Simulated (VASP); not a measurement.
Runs of VASP 6.6.1 on B. The structure is that of space group P6/mmm (No. 191), or close to it. The cells are those of the table. 

```csv
cell,gap on the mesh (eV),pressure (GPa)
"a = 1.691, b = 1.691, c = 3.684 Å, angles 90.0, 90.0, 120.0°, 1 atom",none,4.8
"a = 1.736, b = 1.736, c = 3.494 Å, angles 90.0, 90.0, 120.0°, 1 atom",none,(a)
"a = 1.714, b = 1.714, c = 3.587 Å, angles 90.0, 90.0, 120.0°, 1 atom",none,(b)
"a = 1.725, b = 1.725, c = 3.540 Å, angles 90.0, 90.0, 120.0°, 1 atom",none,-5.9
"a = 1.668, b = 1.668, c = 3.785 Å, angles 90.0, 90.0, 120.0°, 1 atom",none,12.9
"a = 1.702, b = 1.702, c = 3.635 Å, angles 90.0, 90.0, 120.0°, 1 atom",none,1.1
"a = 1.680, b = 1.680, c = 3.734 Å, angles 90.0, 90.0, 120.0°, 1 atom",none,8.8
```

Alike in all rows: task single point; level r2SCAN; potentials or basis VASP PAW PBE potentials, release 64 (B); no spin polarisation; k mesh 23 × 23 × 10; cutoff (eV) 520; smearing fermi-dirac 0.15 eV.

Question: Estimate the missing entries.

Answer: (a) -9.0; (b) -2.5.

Caveats: the PAW data sets were made with another functional, which shifts forces and pressure a little.

A gap of «none» marks levels without a gap at the run's occupations.
